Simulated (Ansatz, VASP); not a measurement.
HfN in VASP and in Ansatz

```
CELL_PARAMETERS angstrom
0.00000 2.57756 2.33208
2.57756 0.00000 2.33208
2.57756 2.57756 0.00000
ATOMIC_POSITIONS crystal
Hf 0.00000 0.00000 0.00000
N 0.75000 0.75000 0.75000
```

Change from the starting cell: strain +0.050 along x and y, -0.050 along z, atoms carried along.

Alike in both runs: task single point; functional PBEsol; k mesh 16 × 16 × 16; occupations gaussian, width 0.15 eV; no spin polarisation.

|  | VASP | Ansatz |
| --- | --- | --- |
| version | VASP 6.6.1 | Ansatz 0.2.0 |
| potentials or method | VASP PAW PBE potentials, release 64 (Hf_pv, N), cutoff 520 eV | scalar-relativistic, plane waves, PAW |
| valence electrons in the cell | 15 | 31 |

|  | VASP | Ansatz | Ansatz less VASP |
| --- | --- | --- | --- |
| gap on the k mesh at the Fermi level (eV) | none | none | - |
| pressure (GPa) | -14.1 | -13.2 | +0.99 |
| traceless stress, the component that is largest in VASP (GPa) | 8.59 | 8.55 | -0.033 |

VASP's potentials were made for PBE, not for PBEsol. A gap of «none» marks a metal or a gap that the smearing closes. VASP's potentials hold 15 valence electrons a cell and Ansatz's 31, so a difference there can come from the potentials and not from the codes.

Spin-orbit coupling is off throughout.
